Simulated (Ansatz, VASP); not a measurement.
One calculation of Nb, two programs

File INCAR:

```
SYSTEM = Nb
PREC = Accurate
ENCUT = 500
EDIFF = 1E-6
ISMEAR = -1
SIGMA = 0.1
LREAL = .False.
LASPH = .True.
NELM = 120
ALGO = Normal
ISIF = 2
LWAVE = .False.
LCHARG = .False.
GGA = PE
NBANDS = 26
GGA_COMPAT = .False.
```

KPOINTS

```
regular mesh
0
Gamma
  9 9 13
  0 0 0
```

POSCAR

```
Nb
1.0
    4.9470985022      0.0000000000      0.0000000000
   -2.4735492511      4.2843129779      0.0000000000
    0.0000000000      0.0000000000      2.7232832481
Nb
3
Direct
    0.0000000000      0.0000000000      0.0000000000
    0.3333333333      0.6666666667      0.5000000000
    0.6666666667      0.3333333333      0.5000000000
```

Input for Ansatz:

```yaml
crystal:
  lattice:
    - [4.9470985022, 0.0, 0.0]
    - [-2.4735492511, 4.2843129779, 0.0]
    - [0.0, 0.0, 2.7232832481]
  atoms:
    - { symbol: Nb, position: [0.0, 0.0, 0.0] }
    - { symbol: Nb, position: [0.3333333333, 0.6666666667, 0.5] }
    - { symbol: Nb, position: [0.6666666667, 0.3333333333, 0.5] }
hamiltonian:
  xc: pbe
  pseudopotentials:
    kind: paw
    azcp:
      Nb: "pseudopotentials/Nb.paw.azcp"
basis:
  ecutwfc: 420
  fft_grid_basis: typed
kpoints:
  mp_grid: { grid: [9, 9, 13], shift: [0, 0, 0] }
magnetization:
  spin_polarized: false
scf:
  occupations: { method: fermi_dirac, width: 0.1 }
  lower_state_search: "off"
output:
  stress: true
```

Alike in both runs: task single point; functional PBE; k mesh 9 × 9 × 13; occupations fermi-dirac, width 0.1 eV; no spin polarisation.

|  | VASP | Ansatz |
| --- | --- | --- |
| version | VASP 6.6.1 | Ansatz 0.2.0 |
| potentials or method | VASP PAW PBE potentials, release 64 (Nb_sv), cutoff 500 eV | plane waves (420 eV) with PAW, scalar-relativistic |
| valence electrons in the cell | 39 | 39 |

|  | VASP | Ansatz | Ansatz less VASP |
| --- | --- | --- | --- |
| pressure (GPa) | -6.2 | -5.9 | +0.32 |
| traceless stress, the component that is largest in VASP (GPa) | -1.09 | -1.13 | -0.042 |
